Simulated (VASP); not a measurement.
Crystal: Li7Sb.

```xyz
8
Lattice="0.0000 3.9732 3.9732 3.9732 0.0000 3.9732 3.9732 3.9732 0.0000" Properties=species:S:1:pos:R:3 pbc="T T T"
Li    7.4642    5.9599    5.9599
Li    4.4555    5.9599    5.9599
Li    5.9599    7.4642    5.9599
Li    5.9599    4.4555    5.9599
Li    5.9599    5.9599    7.4642
Li    5.9599    5.9599    4.4555
Li    3.9732    3.9732    3.9732
Sb    0.0000    0.0000    0.0000
```

The cell was built from a structure type or drawn by symmetry, and may not be a known phase.

- Program: VASP 6.6.1
- Task: relaxation of cell and atoms
- Functional: PBE
- Potentials or basis: VASP PAW PBE potentials, release 64 (Li_sv, Sb)
- Cutoff: 600 eV
- k mesh: 4 × 4 × 4
- Occupations: gaussian, width 0.1 eV
- Spin: no spin polarisation

At the start: pressure 12.2 GPa; volume 15.68 Å³/atom.

Where does the relaxation end?

Over 13 steps the energy falls by 517.6 meV/atom and the volume is 18.86 Å³/atom (+20.3 %); space group F-43m (No. 216, to 0.1 Å) before, Fm-3m (No. 225, to 0.1 Å).

The path:
```csv
step,energy change (eV),largest force (eV/Å),pressure (GPa),volume (Å³)
1,0.0000,3.3644,12.16,125.45
2,-3.0759,1.1946,2.57,148.31
3,-3.5979,0.6928,0.12,159.98
4,-3.7196,0.1866,-3.02,185.11
5,-3.7894,0.3206,-2.06,175.39
6,-3.7893,0.3539,-1.84,173.49
7,-3.9052,0.3332,-1.31,166.86
8,-4.0798,0.2279,0.58,148.00
9,-4.0816,0.2050,0.92,145.35
10,-4.1194,0.1063,0.64,146.82
11,-4.1373,0.0125,0.36,148.74
12,-4.1373,0.0163,0.35,148.81
13,-4.1404,0.0022,0.08,150.91
```

Final structure:
```
CELL_PARAMETERS angstrom
0.00000 4.22563 4.22563
4.22563 0.00000 4.22563
4.22563 4.22563 0.00000
ATOMIC_POSITIONS crystal
Li 0.49990 0.00010 0.00010
Li 0.00010 0.49990 0.49990
Li 0.00010 0.49990 0.00010
Li 0.49990 0.00010 0.49990
Li 0.00010 0.00010 0.49990
Li 0.49990 0.49990 0.00010
Li 0.50000 0.50000 0.50000
Sb 0.00000 0.00000 0.00000
```

Caveat: the cutoff is under 1.25 times the usual one of these potentials, so pressure, stress and relaxed cells hold a basis-set (Pulay) error; the volume moved by over 15 % at a fixed basis, so the end points are rough.
